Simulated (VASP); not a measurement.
A run of VASP 6.6.1 is set up as follows.

File INCAR:

```
SYSTEM = SnO2
PREC = Accurate ; ENCUT = 520
EDIFF = 1E-6 ; ISMEAR = -1
SIGMA = 0.03 ; LREAL = .FALSE.
LASPH = .TRUE. ; NELM = 100
ALGO = Normal ; ISIF = 2
LWAVE = .FALSE. ; LCHARG = .FALSE.
GGA = PE ; NBANDS = 35
```

KPOINTS

```
regular mesh
0
G
  4 4 6
  0 0 0
```

File POSCAR:

```
SnO2
1.0
    4.7373500000      0.0236867500      0.0236867500
    0.0236867500      4.7373500000      0.0236867500
    0.0159320000      0.0159320000      3.1864000000
Sn O
2 4
Direct
    0.0000000000      0.0000000000      0.0000000000
    0.5000000000      0.5000000000      0.5000000000
    0.3056200000      0.3056200000      0.0000000000
    0.1943800000      0.8056200000      0.5000000000
    0.6943800000      0.6943800000      0.0000000000
    0.8056200000      0.1943800000      0.5000000000
```

Potentials or basis: VASP PAW PBE potentials, release 64 (Sn_d, O).

Run with:

```bash
$ cat potpaw_PBE.64/Sn_d/POTCAR potpaw_PBE.64/O/POTCAR > POTCAR
$ mpirun -np 1 vasp_std > vasp.out
```

**Question.** What does it give for the pressure?

**Answer.** 11.6 GPa.

**Question.** What does it give for the band gap on the k mesh?

**Answer.** 1.24 eV, direct.

**Question.** Predict the largest force.

**Answer.** 0.158 eV/Å.

Stress tensor (GPa, compression positive):
```
10.68 -2.13 -1.18
-2.13 10.68 -1.18
-1.18 -1.18 13.30
```

Caveat: the cell differs from its parent crystal (equal xy, yz and zx shear strains of +1 %); spin-orbit coupling is left out, which moves the levels of the heavy elements.
